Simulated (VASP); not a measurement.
# La (P6_3/mmc) in VASP: notebook, part 2 of 2

VASP 6.6.1.

**5. Single point, PBE**

INCAR reads:

```
SYSTEM = La
ALGO = Normal ; EDIFF = 1E-6
ENCUT = 520 ; GGA = PE
ISIF = 2 ; ISMEAR = -1
LASPH = .TRUE. ; LCHARG = .FALSE.
LREAL = .FALSE. ; LWAVE = .FALSE.
NBANDS = 30 ; NELM = 60
PREC = Accurate ; SIGMA = 0.2
```

KPOINTS reads:

```
k-points
0
G
  10 10 3
  0 0 0
```

POSCAR reads:

```
La
1.0
    3.7726980145      0.0000000000      0.0000000000
   -1.8863490072      3.2672523214      0.0000000000
    0.0000000000      0.0000000000     12.1127038589
La
4
Direct
    0.0000000000      0.0000000000      0.0000000000
    0.0000000000      1.0000000000      0.5000000000
    0.3333333333      0.6666666667      0.7500000000
    0.6666666667      0.3333333333      0.2500000000
```

Potentials or basis: VASP PAW PBE potentials, release 64 (La).

Command:

```sh
cat potpaw_PBE.64/La/POTCAR > POTCAR
mpirun -np 1 vasp_std > vasp.out
```

OUTCAR:

```text
SYSTEM = La
   EDIFF = 1E-6
   ENCUT = 520
   GGA = PE
   ISIF = 2
   ISMEAR = -1
   LASPH = .TRUE.
   LREAL = .FALSE.
   NELM = 60
   PREC = Accurate

 ion  position               nearest neighbor table
   1  0.000  0.000  0.000-
   2  0.000  0.000  0.500-
   3  0.333  0.667  0.750-
   4  0.667  0.333  0.250-

  LATTYP: Found a hexagonal cell.
 ALAT       =     3.7726980145
 C/A-ratio  =     3.2106211025

  Lattice vectors:

 A1 = (   3.7726980145,   0.0000000000,   0.0000000000)
 A2 = (  -1.8863490072,   3.2672523214,   0.0000000000)
 A3 = (   0.0000000000,   0.0000000000,  12.1127038589)

Analysis of symmetry for initial positions (statically):
=====================================================================
 Subroutine PRICEL returns:
 Original cell was already a primitive cell.

 Routine SETGRP: Setting up the symmetry group for a
 hexagonal supercell.

 Subroutine GETGRP returns: Found 24 space group operations
 (whereof 12 operations were pure point group operations)
 out of a pool of 24 trial point group operations.

The static configuration has the point symmetry D_3d.
 The point group associated with its full space group is D_6h.

Analysis of symmetry for dynamics (positions and initial velocities):
=====================================================================
 Subroutine PRICEL returns:
 Original cell was already a primitive cell.

 Routine SETGRP: Setting up the symmetry group for a
 hexagonal supercell.

 Subroutine GETGRP returns: Found 24 space group operations
 (whereof 12 operations were pure point group operations)
 out of a pool of 24 trial point group operations.

The dynamic configuration has the point symmetry D_3d.
 The point group associated with its full space group is D_6h.

 Subroutine INISYM returns: Found 24 space group operations
 (whereof 12 operations are pure point group operations),
 and found     1 'primitive' translations

----------------------------------------------------------------------------------------

                                     Primitive cell

  volume of cell :     149.3055

  direct lattice vectors                    reciprocal lattice vectors
     3.772698014  0.000000000  0.000000000     0.265062297  0.153033788  0.000000000
    -1.886349007  3.267252321  0.000000000     0.000000000  0.306067577  0.000000000
     0.000000000  0.000000000 12.112703859     0.000000000  0.000000000  0.082557950

  length of vectors
     3.772698014  3.772698015 12.112703859     0.306067577  0.306067577  0.082557950

  position of ions in fractional coordinates (direct lattice)
     0.000000000  0.000000000  0.000000000
     0.000000000  0.000000000  0.500000000
     0.333333333  0.666666667  0.750000000
     0.666666667  0.333333333  0.250000000

  ion indices of the primitive-cell ions
   primitive index   ion index
                 1           1
                 2           2
                 3           3
                 4           4

----------------------------------------------------------------------------------------

 KPOINTS: k-points

Automatic generation of k-mesh.
 Grid dimensions read from file:
 generate k-points for:   10   10    3

 Generating k-lattice:

  Cartesian coordinates                     Fractional coordinates (reciprocal lattice)
     0.026506230  0.015303379  0.000000000     0.100000000  0.000000000  0.000000000
     0.000000000  0.030606758  0.000000000     0.000000000  0.100000000  0.000000000
     0.000000000  0.000000000  0.027519317     0.000000000  0.000000000  0.333333333

  Length of vectors
     0.030606758  0.030606758  0.027519317

  Shift w.r.t. Gamma in fractional coordinates (k-lattice)
     0.000000000  0.000000000  0.000000000

 Subroutine IBZKPT returns following result:
 ===========================================

 Found     28 irreducible k-points:

 Following reciprocal coordinates:
            Coordinates               Weight
  0.000000  0.000000  0.000000      1.000000
  0.100000 -0.000000  0.000000      6.000000
  0.200000 -0.000000  0.000000      6.000000
  0.300000  0.000000  0.000000      6.000000
  0.400000  0.000000  0.000000      6.000000
  0.500000  0.000000  0.000000      3.000000
[... 16 lines left out ...]
  0.300000  0.100000  0.333333     24.000000
  0.400000  0.100000  0.333333     24.000000
 [... further k-points ...]
   k-points           NKPTS =     28   k-points in BZ     NKDIM =     28   number of bands    NBANDS=     30
   number of dos      NEDOS =    301   number of ions     NIONS =      4
   total plane-waves  NPLWV =  70560
   dimension x,y,z NGX =    28 NGY =   28 NGZ =   90
   dimension x,y,z NGXF=    56 NGYF=   56 NGZF=  180
   ions per type =               4
   NGX,Y,Z   is equivalent  to a cutoff of  12.34, 12.34, 12.35 a.u.
   NGXF,Y,Z  is equivalent  to a cutoff of  24.68, 24.68, 24.70 a.u.
 SYSTEM =  La
   PREC   = accura    normal or accurate (medium, high low for compatibility)
   ISTART =      0    job   : 0-new  1-cont  2-samecut
   ICHARG =      2    charge: 1-file 2-atom 10-const
   ISPIN  =      1    spin polarized calculation?
   LNONCOLLINEAR =      F non collinear calculations
   LSORBIT =      F    spin-orbit coupling
   LASPH  =      T    aspherical Exc in radial PAW
   ENCUT  =  520.0 eV  38.22 Ry    6.18 a.u.   7.01  7.01 22.52*2*pi/ulx,y,z
   NELM   =     60;   NELMIN=  2; NELMDL= -5     # of ELM steps
   EDIFF  = 0.1E-05   stopping-criterion for ELM
   LREAL  =      F    real-space projection
   EDIFFG = 0.1E-04   stopping-criterion for IOM
   NSW    =      0    number of steps for IOM
   IBRION =     -1    ionic relax: 0-MD 1-quasi-New 2-CG
   NFREE  =      0    steps in history (QN), initial steepest desc. (CG)
   ISIF   =      2    stress and relaxation
   ISYM   =      2    0-nonsym 1-usesym 2-fastsym
   POTIM  = 0.5000    time-step for ionic-motion
   TEBEG  =    0.0;   TEEND  =   0.0 temperature during run
   PSTRESS=    0.0 pullay stress
   NELECT =      44.0000    total number of electrons
   NUPDOWN=      -1.0000    fix difference up-down
   EMIN   =  10.00;   EMAX   =-10.00  energy-range for DOS
   EFERMI =   0.00;   METHOD = LEGACY
   ISMEAR =    -1;   SIGMA  =   0.20  broadening in eV -4-tet -1-fermi 0-gaus
   EFERMI_NEDOS =   21; number of points for ismear=-14 and -15
   IALGO  =     38    algorithm
   IMIX   =      4    mixing-type and parameters
     AMIX     =   0.40;   BMIX     =  1.00
     AMIX_MAG =   1.60;   BMIX_MAG =  1.00
  volume/ion in A,a.u.               =      37.33       251.89
  Fermi-wavevector in a.u.,A,eV,Ry     =   1.089433  2.058729 16.148263  1.186864
  Thomas-Fermi vector in A             =   2.225636
   LORBIT       =      0    0 simple, 1 ext, 2 COOP (PROOUT), +10 PAW based schemes
   GGA     = PE    functional components
   LHFCALC =     F    Hartree Fock is set to
   AEXX    =    0.0000 exact exchange contribution
   IVDW    =     0    specifies the selected vdW correction
   LEPSILON=     F    determine dielectric tensor
   LRPA    =     F    only Hartree local field effects (RPA)
 non-spin polarized calculation
  energy-cutoff  :      520.00
  volume of cell :      149.31
 maximum number of plane-waves:      4039
 NGX is ok and might be reduce to    28
   NGX = 13   NGY = 13   NGZ = 45

 number of electron      43.9999999 magnetization

 Free energy of the ion-electron system (eV)
  ---------------------------------------------------
  ext. energy  EPLUGINS =         0.00000000
  ---------------------------------------------------
  free energy    TOTEN  =       -19.97892414 eV

  energy without entropy =      -19.10059867  energy(sigma->0) =      -19.53976140

 E-fermi :   7.8165     XC(G=0):  -9.5378

 val. band max:        7.7920312057   @ k =   0.3000   0.3000   0.3333
 cond. band min:       7.8207689223   @ k =   0.3000   0.3000   0.0000
 fundamental gap:      0.0287377166
 Fermi energy:         7.8164798599

 k-point     1 :       0.0000    0.0000    0.0000
  band No.  band energies     occupation
      1     -25.0248      2.00000
      2     -24.9280      2.00000
      3     -24.9194      2.00000
      4     -24.8192      2.00000
      5      -9.4240      2.00000
      6      -8.7680      2.00000
[... 781 lines left out ...]
     29       9.5131      0.00041
     30       9.5652      0.00032

 [... further k-points ...]

------------------------ aborting loop because EDIFF is reached ----------------------------------------

  FORCE on cell =-STRESS in cart. coord.  units (eV):
  Direction    XX          YY          ZZ          XY          YZ          ZX
  --------------------------------------------------------------------------------------
  -------------------------------------------------------------------------------------
  Total        0.2729277      0.2729277      0.4433516      0.0000000      0.0000000      0.0000000
  in kB        2.9287500      2.9287500      4.7575466      0.0000000      0.0000000      0.0000000
  external PRESSURE =       3.5383489 kB  Pullay stress =       0.0000000 kB

 VOLUME and BASIS-vectors are now :
 -----------------------------------------------------------------------------
  energy-cutoff  :      520.00
  volume of cell :      149.31
      direct lattice vectors                 reciprocal lattice vectors
     3.772698014  0.000000000  0.000000000     0.265062297  0.153033788  0.000000000
    -1.886349007  3.267252321  0.000000000     0.000000000  0.306067577  0.000000000
     0.000000000  0.000000000 12.112703859     0.000000000  0.000000000  0.082557950

 POSITION                                       TOTAL-FORCE (eV/Angst)
 -----------------------------------------------------------------------------------
      0.00000      0.00000      0.00000         0.000000     -0.000000      0.000000
      0.00000      0.00000      6.05635         0.000000     -0.000000      0.000000
     -0.00000      2.17817      9.08453         0.000000      0.000000     -0.000000
      1.88635      1.08908      3.02818        -0.000000      0.000000     -0.000000
 -----------------------------------------------------------------------------------
    total drift:                               -0.000000      0.000000      0.000000

  FREE ENERGIE OF THE ION-ELECTRON SYSTEM (eV)
  ---------------------------------------------------
  free  energy   TOTEN  =       -19.9789241395 eV

  energy  without entropy=      -19.1005986664  energy(sigma->0) =      -19.53976140
```

stdout:

```text
POSCAR found type information on POSCAR La
 POSCAR found :  1 types and       4 ions
 scaLAPACK will be used
 LDA part: xc-table for (Slater+PW92), standard interpolation
 POSCAR, INCAR and KPOINTS ok, starting setup
 FFT: planning ... GRIDC
 FFT: planning ... GRID_SOFT
 FFT: planning ... GRID
 WAVECAR not read
 entering main loop
```

Wall time 3.8 min (1 thread of Intel Xeon Platinum 8488C (Sapphire Rapids), shared host); peak memory 0.29 GiB.

Results:

```
Free energy            : -19.9789 eV
Pressure               : 0.4 GPa
Band gap on the k mesh : zero (bands 22 and 23 overlap by 1.23 eV)
```

Caveat: spin-orbit coupling is left out, which moves the levels of the heavy elements.

**6. Single point, PBE**

INCAR reads:

```
ALGO = Normal ; EDIFF = 1E-6
ENCUT = 520 ; GGA = PE
ISIF = 2 ; ISMEAR = -1
LASPH = True ; LCHARG = False
LREAL = False ; LWAVE = False
NBANDS = 30 ; NELM = 80
PREC = Accurate ; SIGMA = 0.3
```

KPOINTS reads:

```
k-points
0
Gamma
  10 10 3
```

POSCAR is that of step 5.

Potentials or basis: VASP PAW PBE potentials, release 64 (La).

Command:

```sh
cat potpaw_PBE.64/La/POTCAR > POTCAR
mpirun -np 1 vasp_std > vasp.out
```

OUTCAR:

```text
EDIFF = 1E-6
   ENCUT = 520
   GGA = PE
   ISIF = 2
   ISMEAR = -1
   LASPH = True
   LREAL = False
   NELM = 80
   PREC = Accurate

 ion  position               nearest neighbor table
   1  0.000  0.000  0.000-
   2  0.000  0.000  0.500-
   3  0.333  0.667  0.750-
   4  0.667  0.333  0.250-

  LATTYP: Found a hexagonal cell.
 ALAT       =     3.7726980145
 C/A-ratio  =     3.2106211025

  Lattice vectors:

 A1 = (   3.7726980145,   0.0000000000,   0.0000000000)
 A2 = (  -1.8863490072,   3.2672523214,   0.0000000000)
 A3 = (   0.0000000000,   0.0000000000,  12.1127038589)

Analysis of symmetry for initial positions (statically):
=====================================================================
 Subroutine PRICEL returns:
 Original cell was already a primitive cell.

 Routine SETGRP: Setting up the symmetry group for a
 hexagonal supercell.

 Subroutine GETGRP returns: Found 24 space group operations
 (whereof 12 operations were pure point group operations)
 out of a pool of 24 trial point group operations.

The static configuration has the point symmetry D_3d.
 The point group associated with its full space group is D_6h.

Analysis of symmetry for dynamics (positions and initial velocities):
=====================================================================
 Subroutine PRICEL returns:
 Original cell was already a primitive cell.

 Routine SETGRP: Setting up the symmetry group for a
 hexagonal supercell.

 Subroutine GETGRP returns: Found 24 space group operations
 (whereof 12 operations were pure point group operations)
 out of a pool of 24 trial point group operations.

The dynamic configuration has the point symmetry D_3d.
 The point group associated with its full space group is D_6h.
[... 116 lines left out ...]
   EMIN   =  10.00;   EMAX   =-10.00  energy-range for DOS
   EFERMI =   0.00;   METHOD = LEGACY
   ISMEAR =    -1;   SIGMA  =   0.30  broadening in eV -4-tet -1-fermi 0-gaus
   EFERMI_NEDOS =   21; number of points for ismear=-14 and -15
   IALGO  =     38    algorithm
   IMIX   =      4    mixing-type and parameters
     AMIX     =   0.40;   BMIX     =  1.00
     AMIX_MAG =   1.60;   BMIX_MAG =  1.00
  volume/ion in A,a.u.               =      37.33       251.89
  Fermi-wavevector in a.u.,A,eV,Ry     =   1.089433  2.058729 16.148263  1.186864
  Thomas-Fermi vector in A             =   2.225636
   LORBIT       =      0    0 simple, 1 ext, 2 COOP (PROOUT), +10 PAW based schemes
   GGA     = PE    functional components
   LHFCALC =     F    Hartree Fock is set to
   AEXX    =    0.0000 exact exchange contribution
   IVDW    =     0    specifies the selected vdW correction
   LEPSILON=     F    determine dielectric tensor
   LRPA    =     F    only Hartree local field effects (RPA)
 non-spin polarized calculation
  energy-cutoff  :      520.00
  volume of cell :      149.31
 maximum number of plane-waves:      4039
 NGX is ok and might be reduce to    28
   NGX = 13   NGY = 13   NGZ = 45

 number of electron      43.9999999 magnetization

 Free energy of the ion-electron system (eV)
  ---------------------------------------------------
  ext. energy  EPLUGINS =         0.00000000
  ---------------------------------------------------
  free energy    TOTEN  =       -20.53261630 eV

  energy without entropy =      -18.53043812  energy(sigma->0) =      -19.53152721

 E-fermi :   7.8182     XC(G=0):  -9.5336

 val. band max:        7.8021968787   @ k =   0.3000   0.3000   0.3333
 cond. band min:       7.8323637253   @ k =   0.3000   0.3000   0.0000
 fundamental gap:      0.0301668465
 Fermi energy:         7.8182272651

 k-point     1 :       0.0000    0.0000    0.0000
  band No.  band energies     occupation
      1     -24.9764      2.00000
      2     -24.8764      2.00000
      3     -24.8735      2.00000
      4     -24.7700      2.00000
      5      -9.3905      2.00000
      6      -8.7293      2.00000
[... 781 lines left out ...]
     29       9.5660      0.00588
     30       9.6184      0.00494

 [... further k-points ...]

------------------------ aborting loop because EDIFF is reached ----------------------------------------

  FORCE on cell =-STRESS in cart. coord.  units (eV):
  Direction    XX          YY          ZZ          XY          YZ          ZX
  --------------------------------------------------------------------------------------
  -------------------------------------------------------------------------------------
  Total        0.7138532      0.7138532      1.0523183      0.0000000      0.0000000     -0.0000000
  in kB        7.6602624      7.6602624     11.2922870      0.0000000      0.0000000     -0.0000000
  external PRESSURE =       8.8709373 kB  Pullay stress =       0.0000000 kB

 VOLUME and BASIS-vectors are now :
 -----------------------------------------------------------------------------
  energy-cutoff  :      520.00
  volume of cell :      149.31
      direct lattice vectors                 reciprocal lattice vectors
     3.772698014  0.000000000  0.000000000     0.265062297  0.153033788  0.000000000
    -1.886349007  3.267252321  0.000000000     0.000000000  0.306067577  0.000000000
     0.000000000  0.000000000 12.112703859     0.000000000  0.000000000  0.082557950

 POSITION                                       TOTAL-FORCE (eV/Angst)
 -----------------------------------------------------------------------------------
      0.00000      0.00000      0.00000        -0.000000      0.000000     -0.000000
      0.00000      0.00000      6.05635        -0.000000      0.000000     -0.000000
     -0.00000      2.17817      9.08453        -0.000000      0.000000      0.000000
      1.88635      1.08908      3.02818         0.000000     -0.000000      0.000000
 -----------------------------------------------------------------------------------
    total drift:                               -0.000000      0.000000      0.000000

  FREE ENERGIE OF THE ION-ELECTRON SYSTEM (eV)
  ---------------------------------------------------
  free  energy   TOTEN  =       -20.5326163046 eV

  energy  without entropy=      -18.5304381189  energy(sigma->0) =      -19.53152721
```

It took 5.2 min on 1 thread of Intel Xeon Platinum 8488C (Sapphire Rapids), shared host; peak memory 0.3 GiB.

Results:

| Quantity | Value |
| --- | --- |
| Free energy | -20.5326 eV |
| Pressure | 0.9 GPa |
| Band gap on the k mesh | zero (bands 22 and 23 overlap by 1.25 eV) |

Caveat: so wide a smearing shifts energies and pressures; spin-orbit coupling is left out, which moves the levels of the heavy elements.

**7. Summary**

```csv
smearing,gap on the mesh (eV),pressure (GPa)
fermi-dirac 0.1 eV,none,0.1
fermi-dirac 0.01 eV,none,0.0
fermi-dirac 0.03 eV,none,0.0
fermi-dirac 0.2 eV,none,0.4
fermi-dirac 0.3 eV,none,0.9
```

Alike in all rows: task single point; level PBE; potentials or basis VASP PAW PBE potentials, release 64 (La); no spin polarisation; cell as given; k mesh 10 × 10 × 3; cutoff (eV) 520.

Caveats: spin-orbit coupling is left out, which moves the levels of the heavy elements; so wide a smearing shifts energies and pressures (at least some runs).

Total energies depend on the potentials used, so only differences within one code and one set of settings carry meaning.

The gap in the log of VASP goes by the Fermi energy; the results here count the filled bands.